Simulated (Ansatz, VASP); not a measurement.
**One calculation of MgS, two programs**

```xyz
2
Lattice="0.0197 2.5997 2.6502 2.7227 0.0000 2.6699 2.7030 2.5997 0.0197" Properties=species:S:1:pos:R:3 pbc="T T T"
Mg   -0.0063    0.0000    0.0298
S     2.7290    2.5997    2.6401
```

Alike in both runs: task single point; functional PBEsol; k mesh 8 × 8 × 8; occupations gaussian, width 0.02 eV; no spin polarisation.

|  | VASP | Ansatz |
| --- | --- | --- |
| version | VASP 6.6.1 | Ansatz 0.2.0 |
| potentials or method | VASP PAW PBE potentials, release 64 (Mg, S), cutoff 520 eV | scalar-relativistic, plane waves, PAW |
| valence electrons in the cell | 8 | 16 |

Ansatz gave:

```
gap on the k mesh at the Fermi level (eV)                     : 2.39
least direct gap on the mesh (eV)                             : 3.06
pressure (GPa)                                                : -4.4
traceless stress, the component that is largest in VASP (GPa) : -1.51
rms of the force components (eV/Å)                            : 0.069
```

Problem. Which values does VASP return?

Solution. gap on the k mesh at the Fermi level (eV): 2.39; least direct gap on the mesh (eV): 3.06; pressure (GPa): -4.6; traceless stress, the component that is largest in VASP (GPa): -1.50; rms of the force components (eV/Å): 0.069.

VASP's potentials were made for PBE, not for PBEsol. Atom by atom the forces differ by 0.000 eV/Å (rms over components). VASP's potentials hold 8 valence electrons a cell and Ansatz's 16, so a difference there can come from the potentials and not from the codes.
